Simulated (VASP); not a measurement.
# CsGeF3 (Pm-3m) in VASP: single point with HSE06

Aim: the single point of CsGeF3 with HSE06.

Program: VASP 6.6.1. These are calculated values, not measurements. Logs are shortened: lines on timing, memory, paths and dates and some standing lists are left out, and cuts for length are marked.

## 1. The cell of the first run

Symmetry: Pm-3m, No. 221, cubic system. Conventional cell: a = 4.497 Å, b = 4.497 Å, c = 4.497 Å, α = 90.00°, β = 90.00°, γ = 90.00°. Within 4.2 Å of Cs (site symmetry m-3m) lie 12 F at 3.18 Å and 8 Ge at 3.89 Å. Ge (site symmetry m-3m) has 6 F at 2.25 Å within 3.0 Å. Within 3.0 Å of F (site symmetry 4/mmm) lie 2 Ge at 2.25 Å.

## 2. Single point, HSE06

Input file POSCAR:

```
CsGeF3
1.0
    4.4965198488      0.0000000000      0.0000000000
    0.0000000000      4.4965198488      0.0000000000
    0.0000000000      0.0000000000      4.4965198488
Cs Ge F
1 1 3
Direct
    0.0000000000      0.0000000000      0.0000000000
    0.5000000000      0.5000000000      0.5000000000
    0.5000000000      0.5000000000      0.0000000000
    0.5000000000      0.0000000000      0.5000000000
    0.0000000000      0.5000000000      0.5000000000
```

Input file INCAR.step1:

```
SYSTEM = CsGeF3
ALGO = Normal
EDIFF = 1E-5
ENCUT = 520
GGA = PE
GGA_COMPAT = .FALSE.
ISIF = 2
ISMEAR = 0
KPAR = 4
LASPH = .TRUE.
LCHARG = .FALSE.
LREAL = .FALSE.
LWAVE = .TRUE.
NBANDS = 30
NELM = 120
PREC = Accurate
SIGMA = 0.01
```

Input file INCAR.step2:

```
SYSTEM = CsGeF3
ALGO = Normal
EDIFF = 1E-6
ENCUT = 520
GGA = PE
GGA_COMPAT = .FALSE.
HFSCREEN = 0.2079
ISIF = 2
ISMEAR = 0
ISTART = 1
KPAR = 4
LASPH = .TRUE.
LCHARG = .FALSE.
LHFCALC = .TRUE.
LREAL = .FALSE.
LWAVE = .FALSE.
NBANDS = 30
NELM = 120
PREC = Accurate
PRECFOCK = Normal
SIGMA = 0.01
```

Input file KPOINTS:

```
k-points
0
G
  4 4 4
  0 0 0
```

Potentials or basis: VASP PAW PBE potentials, release 64 (Cs_sv, Ge_d, F).

Command:

```
cat potpaw_PBE.64/Cs_sv/POTCAR potpaw_PBE.64/Ge_d/POTCAR potpaw_PBE.64/F/POTCAR > POTCAR
cp INCAR.step1 INCAR
mpirun -np 4 vasp_std > vasp.out
cp INCAR.step2 INCAR
mpirun -np 4 vasp_std > vasp.out
```

OUTCAR:

```text
SYSTEM = CsGeF3
   EDIFF = 1E-6
   ENCUT = 520
   GGA = PE
   HFSCREEN = 0.2079
   ISIF = 2
   ISMEAR = 0
   ISTART = 1
   LASPH = .TRUE.
   LHFCALC = .TRUE.
   LREAL = .FALSE.
   NELM = 120
   PREC = Accurate
   PRECFOCK = Normal

 ion  position               nearest neighbor table
   1  0.000  0.000  0.000-
   2  0.500  0.500  0.500-   3 2.25   4 2.25   5 2.25   3 2.25   4 2.25   5 2.25
   3  0.500  0.500  0.000-   2 2.25   2 2.25
   4  0.500  0.000  0.500-   2 2.25   2 2.25
   5  0.000  0.500  0.500-   2 2.25   2 2.25

  LATTYP: Found a simple cubic cell.
 ALAT       =     4.4965198488

  Lattice vectors:

 A1 = (   4.4965198488,   0.0000000000,   0.0000000000)
 A2 = (   0.0000000000,   4.4965198488,   0.0000000000)
 A3 = (   0.0000000000,   0.0000000000,   4.4965198488)

Analysis of symmetry for initial positions (statically):
=====================================================================
 Subroutine PRICEL returns:
 Original cell was already a primitive cell.

 Routine SETGRP: Setting up the symmetry group for a
 simple cubic supercell.

 Subroutine GETGRP returns: Found 48 space group operations
 (whereof 48 operations were pure point group operations)
 out of a pool of 48 trial point group operations.

The static configuration has the point symmetry O_h .

Analysis of symmetry for dynamics (positions and initial velocities):
=====================================================================
 Subroutine PRICEL returns:
 Original cell was already a primitive cell.

 Routine SETGRP: Setting up the symmetry group for a
 simple cubic supercell.

 Subroutine GETGRP returns: Found 48 space group operations
 (whereof 48 operations were pure point group operations)
 out of a pool of 48 trial point group operations.

The dynamic configuration has the point symmetry O_h .

 Subroutine INISYM returns: Found 48 space group operations
 (whereof 48 operations are pure point group operations),
 and found     1 'primitive' translations

----------------------------------------------------------------------------------------

                                     Primitive cell

  volume of cell :      90.9137

  direct lattice vectors                    reciprocal lattice vectors
     4.496519849  0.000000000  0.000000000     0.222394215  0.000000000  0.000000000
     0.000000000  4.496519849  0.000000000     0.000000000  0.222394215  0.000000000
     0.000000000  0.000000000  4.496519849     0.000000000  0.000000000  0.222394215

  length of vectors
     4.496519849  4.496519849  4.496519849     0.222394215  0.222394215  0.222394215

  position of ions in fractional coordinates (direct lattice)
     0.000000000  0.000000000  0.000000000
     0.500000000  0.500000000  0.500000000
     0.500000000  0.500000000  0.000000000
     0.500000000  0.000000000  0.500000000
     0.000000000  0.500000000  0.500000000

  ion indices of the primitive-cell ions
   primitive index   ion index
                 1           1
                 2           2
                 3           3
                 4           4
                 5           5

----------------------------------------------------------------------------------------

 KPOINTS: k-points

Automatic generation of k-mesh.
 Grid dimensions read from file:
 generate k-points for:    4    4    4

 Generating k-lattice:

  Cartesian coordinates                     Fractional coordinates (reciprocal lattice)
     0.055598554  0.000000000  0.000000000     0.250000000  0.000000000  0.000000000
     0.000000000  0.055598554  0.000000000     0.000000000  0.250000000  0.000000000
     0.000000000  0.000000000  0.055598554     0.000000000  0.000000000  0.250000000

  Length of vectors
     0.055598554  0.055598554  0.055598554

  Shift w.r.t. Gamma in fractional coordinates (k-lattice)
     0.000000000  0.000000000  0.000000000

 Subroutine IBZKPT returns following result:
 ===========================================

 Found     10 irreducible k-points:

 Following reciprocal coordinates:
            Coordinates               Weight
  0.000000  0.000000  0.000000      1.000000
  0.250000  0.000000  0.000000      6.000000
  0.500000  0.000000  0.000000      3.000000
  0.250000  0.250000  0.000000     12.000000
  0.500000  0.250000  0.000000     12.000000
  0.500000  0.500000  0.000000      3.000000
  0.250000  0.250000  0.250000      8.000000
  0.500000  0.250000  0.250000     12.000000
  0.500000  0.500000  0.250000      6.000000
  0.500000  0.500000  0.500000      1.000000
   k-points           NKPTS =     10   k-points in BZ     NKDIM =     64   number of bands    NBANDS=     30
   number of dos      NEDOS =    301   number of ions     NIONS =      5
   total plane-waves  NPLWV =  46656
   dimension x,y,z NGX =    36 NGY =   36 NGZ =   36
   dimension x,y,z NGXF=    72 NGYF=   72 NGZF=   72
   ions per type =               1   1   3
   NGX,Y,Z   is equivalent  to a cutoff of  13.31, 13.31, 13.31 a.u.
   NGXF,Y,Z  is equivalent  to a cutoff of  26.62, 26.62, 26.62 a.u.
 SYSTEM =  CsGeF3
   PREC   = accura    normal or accurate (medium, high low for compatibility)
   ISTART =      1    job   : 0-new  1-cont  2-samecut
   ICHARG =      0    charge: 1-file 2-atom 10-const
   ISPIN  =      1    spin polarized calculation?
   LNONCOLLINEAR =      F non collinear calculations
   LSORBIT =      F    spin-orbit coupling
   LASPH  =      T    aspherical Exc in radial PAW
   ENCUT  =  520.0 eV  38.22 Ry    6.18 a.u.   8.36  8.36  8.36*2*pi/ulx,y,z
   NELM   =    120;   NELMIN=  2; NELMDL=  0     # of ELM steps
   EDIFF  = 0.1E-05   stopping-criterion for ELM
   LREAL  =      F    real-space projection
   EDIFFG = 0.1E-04   stopping-criterion for IOM
   NSW    =      0    number of steps for IOM
   IBRION =     -1    ionic relax: 0-MD 1-quasi-New 2-CG
   NFREE  =      0    steps in history (QN), initial steepest desc. (CG)
   ISIF   =      2    stress and relaxation
   ISYM   =      3    0-nonsym 1-usesym 2-fastsym
   POTIM  = 0.5000    time-step for ionic-motion
   TEBEG  =    0.0;   TEEND  =   0.0 temperature during run
   PSTRESS=    0.0 pullay stress
   NELECT =      44.0000    total number of electrons
   NUPDOWN=      -1.0000    fix difference up-down
   EMIN   =  10.00;   EMAX   =-10.00  energy-range for DOS
   EFERMI =   0.00;   METHOD = LEGACY
   ISMEAR =     0;   SIGMA  =   0.01  broadening in eV -4-tet -1-fermi 0-gaus
   EFERMI_NEDOS =   21; number of points for ismear=-14 and -15
   IALGO  =     38    algorithm
   IMIX   =      1    mixing-type and parameters
     AMIX     =   0.40;   BMIX     =  1.00
     AMIX_MAG =   1.60;   BMIX_MAG =  1.00
  volume/ion in A,a.u.               =      18.18       122.70
  Fermi-wavevector in a.u.,A,eV,Ry     =   1.285334  2.428928 22.477948  1.652083
  Thomas-Fermi vector in A             =   2.417474
   LORBIT       =      0    0 simple, 1 ext, 2 COOP (PROOUT), +10 PAW based schemes
   GGA     = PE    functional components
   LHFCALC =     T    Hartree Fock is set to
   PRECFOCK=normal    Normal, Fast or Accurate (Low or Medium for compatibility)
   ENCUT4O =  -1.0   cutoff for four orbital integrals eV
   NKREDX  =     1    reduce k-point grid by
   NKREDY  =     1    reduce k-point grid by
   NKREDZ  =     1    reduce k-point grid by
   AEXX    =    0.2500 exact exchange contribution
   HFSCREEN=    0.2079 screening length (either q_TF or 0.3 A-1)
   HFSCREENC=   0.2079 screening length for correlation (either q_TF or 0.3 A-1)
   ENCUTFOCK=  -1.0 apply spherical cutoff to Coloumb kernel
   IVDW    =     0    specifies the selected vdW correction
   LEPSILON=     F    determine dielectric tensor
   LRPA    =     F    only Hartree local field effects (RPA)
 non-spin polarized calculation
 Gauss-broadening in eV      SIGMA  =   0.01
  energy-cutoff  :      520.00
  volume of cell :       90.91
 maximum number of plane-waves:      2469
 NGX is ok and might be reduce to    36
  NGX = 28; NGY = 28; NGZ = 28

 number of electron      44.0000005 magnetization

 Free energy of the ion-electron system (eV)
  ---------------------------------------------------
  ext. energy  EPLUGINS =         0.00000000
  ---------------------------------------------------
  free energy    TOTEN  =       -27.72615690 eV

  energy without entropy =      -27.72615690  energy(sigma->0) =      -27.72615690

 E-fermi :   2.1494     XC(G=0):  -7.7218

 val. band max:        2.0893714045   @ k =   0.5000   0.5000   0.5000
 cond. band min:       4.8590553061   @ k =   0.5000   0.5000   0.5000
 fundamental gap:      2.7696839016
 Fermi energy:         2.1494297905

 k-point     1 :       0.0000    0.0000    0.0000
  band No.  band energies     occupation
      1     -26.2099      2.00000
      2     -26.2099      2.00000
      3     -26.0976      2.00000
      4     -26.0976      2.00000
      5     -26.0976      2.00000
      6     -24.1402      2.00000
[... 22 lines left out ...]
     29      10.0578      0.00000
     30      10.0578      0.00000

 k-point     2 :       0.2500    0.0000    0.0000
  band No.  band energies     occupation
      1     -26.2098      2.00000
      2     -26.1820      2.00000
      3     -26.0979      2.00000
      4     -26.0979      2.00000
      5     -26.0975      2.00000
      6     -24.0692      2.00000
[... 22 lines left out ...]
     29      10.3629      0.00000
     30      11.1394      0.00000

 k-point     3 :       0.5000    0.0000    0.0000
  band No.  band energies     occupation
      1     -26.2097      2.00000
      2     -26.1536      2.00000
      3     -26.0983      2.00000
      4     -26.0983      2.00000
      5     -26.0975      2.00000
      6     -23.9180      2.00000
[... 22 lines left out ...]
     29      12.0597      0.00000
     30      12.1323      0.00000

 k-point     4 :       0.2500    0.2500    0.0000
  band No.  band energies     occupation
      1     -26.1963      2.00000
      2     -26.1668      2.00000
      3     -26.0983      2.00000
      4     -26.0979      2.00000
      5     -26.0979      2.00000
      6     -24.0117      2.00000
[... 22 lines left out ...]
     29      10.1878      0.00000
     30      11.4761      0.00000

 k-point     5 :       0.5000    0.2500    0.0000
  band No.  band energies     occupation
      1     -26.1926      2.00000
      2     -26.1409      2.00000
      3     -26.0988      2.00000
      4     -26.0983      2.00000
      5     -26.0979      2.00000
      6     -23.8839      2.00000
[... 22 lines left out ...]
     29      10.5015      0.00000
     30      10.9064      0.00000

 k-point     6 :       0.5000    0.5000    0.0000
  band No.  band energies     occupation
      1     -26.1832      2.00000
      2     -26.1198      2.00000
      3     -26.0992      2.00000
      4     -26.0983      2.00000
      5     -26.0983      2.00000
      6     -23.8073      2.00000
[... 22 lines left out ...]
     29      10.2949      0.00000
     30      12.7318      0.00000

 k-point     7 :       0.2500    0.2500    0.2500
  band No.  band energies     occupation
      1     -26.1667      2.00000
      2     -26.1667      2.00000
      3     -26.0984      2.00000
      4     -26.0983      2.00000
      5     -26.0983      2.00000
      6     -23.9665      2.00000
[... 22 lines left out ...]
     29      10.9296      0.00000
     30      10.9303      0.00000

 k-point     8 :       0.5000    0.2500    0.2500
  band No.  band energies     occupation
      1     -26.1667      2.00000
      2     -26.1364      2.00000
      3     -26.0988      2.00000
      4     -26.0987      2.00000
      5     -26.0983      2.00000
      6     -23.8616      2.00000
[... 22 lines left out ...]
     29      10.7691      0.00000
     30      11.5218      0.00000

 k-point     9 :       0.5000    0.5000    0.2500
  band No.  band energies     occupation
      1     -26.1519      2.00000
      2     -26.1197      2.00000
      3     -26.0991      2.00000
      4     -26.0987      2.00000
      5     -26.0987      2.00000
      6     -23.8046      2.00000
[... 22 lines left out ...]
     29      10.7093      0.00000
     30      12.5935      0.00000

 k-point    10 :       0.5000    0.5000    0.5000
  band No.  band energies     occupation
      1     -26.1197      2.00000
      2     -26.1197      2.00000
      3     -26.0991      2.00000
      4     -26.0991      2.00000
      5     -26.0991      2.00000
      6     -23.8023      2.00000
[... 22 lines left out ...]
     29      12.4705      0.00000
     30      12.4705      0.00000

------------------------ aborting loop because EDIFF is reached ----------------------------------------

  FORCE on cell =-STRESS in cart. coord.  units (eV):
  Direction    XX          YY          ZZ          XY          YZ          ZX
  --------------------------------------------------------------------------------------
  -------------------------------------------------------------------------------------
  Total        0.6571237      0.6571237      0.6571237      0.0000000      0.0000000      0.0000000
  in kB       11.5805222     11.5805222     11.5805222      0.0000000      0.0000000      0.0000000
  external PRESSURE =      11.5805222 kB  Pullay stress =       0.0000000 kB

 VOLUME and BASIS-vectors are now :
 -----------------------------------------------------------------------------
  energy-cutoff  :      520.00
  volume of cell :       90.91
      direct lattice vectors                 reciprocal lattice vectors
     4.496519849  0.000000000  0.000000000     0.222394215  0.000000000  0.000000000
     0.000000000  4.496519849  0.000000000     0.000000000  0.222394215  0.000000000
     0.000000000  0.000000000  4.496519849     0.000000000  0.000000000  0.222394215

 POSITION                                       TOTAL-FORCE (eV/Angst)
 -----------------------------------------------------------------------------------
      0.00000      0.00000      0.00000         0.000000      0.000000      0.000000
      2.24826      2.24826      2.24826         0.000000      0.000000      0.000000
      2.24826      2.24826      0.00000         0.000000      0.000000      0.000000
      2.24826      0.00000      2.24826         0.000000      0.000000      0.000000
      0.00000      2.24826      2.24826         0.000000      0.000000      0.000000
 -----------------------------------------------------------------------------------
    total drift:                               -0.000005     -0.000005     -0.000004

  FREE ENERGIE OF THE ION-ELECTRON SYSTEM (eV)
  ---------------------------------------------------
  free  energy   TOTEN  =       -27.7261569033 eV

  energy  without entropy=      -27.7261569033  energy(sigma->0) =      -27.72615690
```

It took 20 min on 4 MPI ranks of Intel Xeon Platinum 8375C at 2.90GHz (Ice Lake), shared host; peak memory 0.34 GiB.

Results:

```yaml
Free_energy: -27.7262 eV
Pressure: 1.2 GPa
Band_gap_on_the_k_mesh: 2.77 eV
```

Caveat: the PAW data sets were made with another functional, which shifts forces and pressure a little; spin-orbit coupling is left out, which moves the levels of the heavy elements. A k mesh can miss the band edges.
